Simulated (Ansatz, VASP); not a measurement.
BP in VASP and in Ansatz

INCAR

```
  PREC = Accurate
  ENCUT = 500
  EDIFF = 1E-7
  ISMEAR = -1
  SIGMA = 0.05
  LREAL = F
  LASPH = T
  NELM = 120
  ALGO = Normal
  ISIF = 3
  LWAVE = F
  LCHARG = F
  GGA = PS
  IBRION = 2
  NSW = 100
  EDIFFG = -0.002
  GGA_COMPAT = F
  NELMIN = 4
```

File KPOINTS:

```
Automatic mesh
0
Gamma
  16 16 16
```

POSCAR

```
BP
1.0
    0.0000000000      2.2690000000      2.2690000000
    2.2690000000      0.0000000000      2.2690000000
    2.2690000000      2.2690000000      0.0000000000
B P
1 1
Direct
    0.0000000000      0.0000000000      0.0000000000
    0.7500000000      0.7500000000      0.7500000000
```

Input for Ansatz:

```yaml
crystal:
  lattice:
    - [0.0, 2.269, 2.269]
    - [2.269, 0.0, 2.269]
    - [2.269, 2.269, 0.0]
  atoms:
    - { symbol: B, position: [0.0, 0.0, 0.0] }
    - { symbol: P, position: [0.75, 0.75, 0.75] }
kpoints:
  mp_grid: { grid: [16, 16, 16] }
scf:
  occupations: { method: fermi_dirac, width: 0.05 }
hamiltonian:
  xc: pbesol
  pseudopotentials: { kind: paw }
relax:
  f_tol: 0.002
  max_steps: 80
  cell: {}
output:
  forces: true
  stress: true
```

Alike in both runs: task relaxation of cell and atoms; functional PBEsol; k mesh 16 × 16 × 16; occupations fermi-dirac, width 0.05 eV; no spin polarisation.

|  | VASP | Ansatz |
| --- | --- | --- |
| version | VASP 6.6.1 | Ansatz 0.2.0 |
| potentials or method | VASP PAW PBE potentials, release 64 (B, P) | PAW with Ansatz's default frozen-core files, scalar-relativistic |
| plane-wave cutoff (eV) | 500 | 420 |
| valence electrons in the cell | 8 | 8 |

|  | VASP | Ansatz | Ansatz less VASP |
| --- | --- | --- | --- |
| relaxed volume (Å³/atom) | 11.55 | 11.54 | -0.007 |
| relaxed cell length with the largest relative difference (Å) | 3.197 | 3.196 | -0.0007 |

VASP's potentials were made for PBE, not for PBEsol.
